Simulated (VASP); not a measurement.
# C in VASP: a series of runs, part 2 of 2

VASP 6.6.1. Earlier steps stand in the parts before.

**3. Relaxation of the atoms, LDA (equal xy, yz and zx engineering shears of +0.5 %)**

INCAR

```
SYSTEM = C
ALGO     = Normal         ! electronic algorithm
EDIFF    = 1E-7           ! SCF threshold, eV
EDIFFG   = -0.002         ! ionic threshold
ENCUT    = 520            ! plane-wave cutoff, eV
IBRION   = 2              ! ionic algorithm
ISIF     = 2              ! what is computed and relaxed
ISMEAR   = 0              ! smearing method
LASPH    = .TRUE.         ! aspherical terms in the spheres
LCHARG   = .FALSE.        ! write CHGCAR
LREAL    = .FALSE.        ! projectors in reciprocal space
LWAVE    = .FALSE.        ! write WAVECAR
NELM     = 60             ! most SCF steps
NSW      = 50             ! ionic steps
PREC     = Accurate       ! precision mode
SIGMA    = 0.01           ! smearing width, eV
```

KPOINTS

```
k-points
0
G
  12 12 12
  0 0 0
```

POSCAR

```
C
1.0
    1.2325353054      0.7171671444      3.3410775208
   -1.2123251682      0.7110549932      3.3349653696
    0.0048117904     -1.4032002100      3.3327281670
C
2
Direct
    0.8333828132      0.8333828132      0.8333828132
    0.1666171868      0.1666171868      0.1666171868
```

Potentials or basis: VASP PAW LDA potentials, release 64 (C).

Started as:

```sh
$ cat potpaw_LDA.64/C/POTCAR > POTCAR
$ mpirun -np 1 vasp_std > vasp.out
```

OUTCAR:

```text
SYSTEM = C
   EDIFF = 1E-7
   EDIFFG = -0.002
   ENCUT = 520
   IBRION = 2
   ISIF = 2
   ISMEAR = 0
   LASPH = .TRUE.
   LREAL = .FALSE.
   NELM = 60
   NSW = 50
   PREC = Accurate

 ion  position               nearest neighbor table
   1  0.833  0.833  0.833-   2 1.41   2 1.41   2 1.41
   2  0.167  0.167  0.167-   1 1.41   1 1.41   1 1.41

  LATTYP: Found a triclinic cell.
 ALAT       =     2.4395701354
 B/A-ratio  =     1.0021748170
 C/A-ratio  =     1.4822632019
 COS(alpha) =     0.0026646359
 COS(beta)  =     0.3361173350
 COS(gamma) =     0.4967424941

  Lattice vectors:

 A1 = (   1.2171369586,  -2.1142552032,  -0.0022372026)
 A2 = (   2.4448604736,   0.0061121512,   0.0061121512)
 A3 = (   0.0048117904,  -1.4032002100,   3.3327281670)

Analysis of symmetry for initial positions (statically):
=====================================================================
 Subroutine PRICEL returns:
 Original cell was already a primitive cell.

 Routine SETGRP: Setting up the symmetry group for a
 triclinic supercell.

 Subroutine GETGRP returns: Found  2 space group operations
 (whereof  2 operations were pure point group operations)
 out of a pool of  2 trial point group operations.

The static configuration has the point symmetry S_2 .

Analysis of symmetry for dynamics (positions and initial velocities):
=====================================================================
 Subroutine PRICEL returns:
 Original cell was already a primitive cell.

 Routine SETGRP: Setting up the symmetry group for a
 triclinic supercell.

 Subroutine GETGRP returns: Found  2 space group operations
 (whereof  2 operations were pure point group operations)
 out of a pool of  2 trial point group operations.

The dynamic configuration has the point symmetry S_2 .

 Subroutine INISYM returns: Found  2 space group operations
 (whereof  2 operations are pure point group operations),
 and found     1 'primitive' translations

----------------------------------------------------------------------------------------

                                     Primitive cell

  volume of cell :      17.2699

  direct lattice vectors                    reciprocal lattice vectors
     1.232535305  0.717167144  3.341077521     0.408188329  0.234882323  0.098304690
    -1.212325168  0.711054993  3.334965370    -0.409864464  0.236922355  0.100344722
     0.004811790 -1.403200210  3.332728167     0.000928652 -0.472552161  0.101091425

  length of vectors
     3.632667201  3.619022732  3.616085040     0.481093784  0.483931962  0.483245159

  position of ions in fractional coordinates (direct lattice)
     0.833382813  0.833382813  0.833382813
     0.166617187  0.166617187  0.166617187

  ion indices of the primitive-cell ions
   primitive index   ion index
                 1           1
                 2           2

----------------------------------------------------------------------------------------

 KPOINTS: k-points

[... 27 lines left out ...]
  0.250000  0.000000  0.000000      2.000000
  0.333333 -0.000000  0.000000      2.000000
  0.416667 -0.000000  0.000000      2.000000
[... 16 lines left out ...]
  0.250000  0.166667  0.000000      2.000000
  0.333333  0.166667  0.000000      2.000000
 [... further k-points ...]
   k-points           NKPTS =    868   k-points in BZ     NKDIM =    868   number of bands    NBANDS=      8
   number of dos      NEDOS =    301   number of ions     NIONS =      2
   total plane-waves  NPLWV =  21952
   dimension x,y,z NGX =    28 NGY =   28 NGZ =   28
   dimension x,y,z NGXF=    56 NGYF=   56 NGZF=   56
   ions per type =               2
   NGX,Y,Z   is equivalent  to a cutoff of  12.81, 12.86, 12.87 a.u.
   NGXF,Y,Z  is equivalent  to a cutoff of  25.63, 25.72, 25.75 a.u.
 SYSTEM =  C
   PREC   = accura    normal or accurate (medium, high low for compatibility)
   ISTART =      0    job   : 0-new  1-cont  2-samecut
   ICHARG =      2    charge: 1-file 2-atom 10-const
   ISPIN  =      1    spin polarized calculation?
   LNONCOLLINEAR =      F non collinear calculations
   LSORBIT =      F    spin-orbit coupling
   LASPH  =      T    aspherical Exc in radial PAW
   ENCUT  =  520.0 eV  38.22 Ry    6.18 a.u.   6.75  6.73  6.72*2*pi/ulx,y,z
   NELM   =     60;   NELMIN=  2; NELMDL= -5     # of ELM steps
   EDIFF  = 0.1E-06   stopping-criterion for ELM
   LREAL  =      F    real-space projection
   EDIFFG = -.2E-02   stopping-criterion for IOM
   NSW    =     50    number of steps for IOM
   IBRION =      2    ionic relax: 0-MD 1-quasi-New 2-CG
   NFREE  =      1    steps in history (QN), initial steepest desc. (CG)
   ISIF   =      2    stress and relaxation
   ISYM   =      2    0-nonsym 1-usesym 2-fastsym
   POTIM  = 0.5000    time-step for ionic-motion
   TEBEG  =    0.0;   TEEND  =   0.0 temperature during run
   PSTRESS=    0.0 pullay stress
   NELECT =       8.0000    total number of electrons
   NUPDOWN=      -1.0000    fix difference up-down
   EMIN   =  10.00;   EMAX   =-10.00  energy-range for DOS
   EFERMI =   0.00;   METHOD = LEGACY
   ISMEAR =     0;   SIGMA  =   0.01  broadening in eV -4-tet -1-fermi 0-gaus
   EFERMI_NEDOS =   21; number of points for ismear=-14 and -15
   IALGO  =     38    algorithm
   IMIX   =      4    mixing-type and parameters
     AMIX     =   0.40;   BMIX     =  1.00
     AMIX_MAG =   1.60;   BMIX_MAG =  1.00
  volume/ion in A,a.u.               =       8.63        58.27
  Fermi-wavevector in a.u.,A,eV,Ry     =   1.266703  2.393721 21.831042  1.604536
  Thomas-Fermi vector in A             =   2.399890
   LORBIT       =      0    0 simple, 1 ext, 2 COOP (PROOUT), +10 PAW based schemes
   GGA     = CA    functional components
   LHFCALC =     F    Hartree Fock is set to
   AEXX    =    0.0000 exact exchange contribution
   IVDW    =     0    specifies the selected vdW correction
   LEPSILON=     F    determine dielectric tensor
   LRPA    =     F    only Hartree local field effects (RPA)
 conjugate gradient relaxation of ions
 non-spin polarized calculation
 Gauss-broadening in eV      SIGMA  =   0.01
  energy-cutoff  :      520.00
  volume of cell :       17.27
 maximum number of plane-waves:       478
   NGX = 13   NGY = 13   NGZ = 13

--------------------------------------- Ionic step        1  -------------------------------------------

 number of electron       8.0000000 magnetization

 Free energy of the ion-electron system (eV)
  ---------------------------------------------------
  ext. energy  EPLUGINS =         0.00000000
  ---------------------------------------------------
  free energy    TOTEN  =       -20.22245323 eV

  energy without entropy =      -20.22245323  energy(sigma->0) =      -20.22245323

------------------------ aborting loop because EDIFF is reached ----------------------------------------

  FORCE on cell =-STRESS in cart. coord.  units (eV):
  Direction    XX          YY          ZZ          XY          YZ          ZX
  --------------------------------------------------------------------------------------
  -------------------------------------------------------------------------------------
  Total        0.1501002      0.1520595     -0.0433667     -0.2550128     -0.0030822     -0.0040021
  in kB       13.9252119     14.1069751     -4.0232522    -23.6582377     -0.2859436     -0.3712828
  external PRESSURE =       8.0029782 kB  Pullay stress =       0.0000000 kB
[... 131 lines left out ...]
--------------------------------------- Ionic step        5  -------------------------------------------

 number of electron       8.0000000 magnetization

 Free energy of the ion-electron system (eV)
  ---------------------------------------------------
  ext. energy  EPLUGINS =         0.00000000
  ---------------------------------------------------
  free energy    TOTEN  =       -20.22249802 eV

  energy without entropy =      -20.22249802  energy(sigma->0) =      -20.22249802

 E-fermi :   4.4694     XC(G=0): -10.8405

 val. band max:        4.4313148351   @ k =  -0.3333   0.0000   0.3333
 cond. band min:       5.0801651796   @ k =  -0.3333   0.0000   0.3333
 fundamental gap:      0.6488503445
 Fermi energy:         4.4693798134

 k-point     1 :       0.0000    0.0000    0.0000
  band No.  band energies     occupation
      1     -14.8824      2.00000
      2      -1.9204      2.00000
      3       1.7449      2.00000
      4       1.8040      2.00000
      5       8.5917      0.00000
      6      13.2092      0.00000
      7      13.2819      0.00000
      8      16.3105      0.00000
[... 243 lines left out ...]
 k-point    24 :       0.3333    0.1667    0.0000
  band No.  band energies     occupation
      1     -12.8391      2.00000
      2      -2.8803      2.00000
      3      -1.6781      2.00000
      4      -0.2362      2.00000
      5      11.1286      0.00000
      6      12.1461      0.00000
      7      15.0470      0.00000
      8      16.9136      0.00000

 [... further k-points ...]
[... 5 lines left out ...]
  --------------------------------------------------------------------------------------
  -------------------------------------------------------------------------------------
  Total        0.1494828      0.1516972     -0.0441531     -0.2393075     -0.0030383     -0.0039501
  in kB       13.8679342     14.0733630     -4.0962061    -22.2012177     -0.2818688     -0.3664584
  external PRESSURE =       7.9483637 kB  Pullay stress =       0.0000000 kB
[... 17 lines left out ...]
  FREE ENERGIE OF THE ION-ELECTRON SYSTEM (eV)
  ---------------------------------------------------
  free  energy   TOTEN  =       -20.2224980184 eV

  energy  without entropy=      -20.2224980184  energy(sigma->0) =      -20.22249802

 reached required accuracy - stopping structural energy minimisation
```

It took 13 min on 1 thread of Oxide Virtual Turin-like, shared host; peak memory 0.18 GiB.

What came out:

```yaml
Free_energy: -20.2225 eV
Energy_gained_by_relaxing: 0.0 meV/atom
Ionic_steps: 5
Pressure_after_relaxing: 0.8 GPa
```

Final structure:
```
C
1.0
     1.23254    0.71717    3.34108
    -1.21233    0.71105    3.33497
     0.00481   -1.40320    3.33273
C
2
Direct
  0.83318 0.83366 0.83342
  0.16682 0.16634 0.16658
```

Caveat: the cell differs from its parent crystal (equal xy, yz and zx engineering shears of +0.5 %).
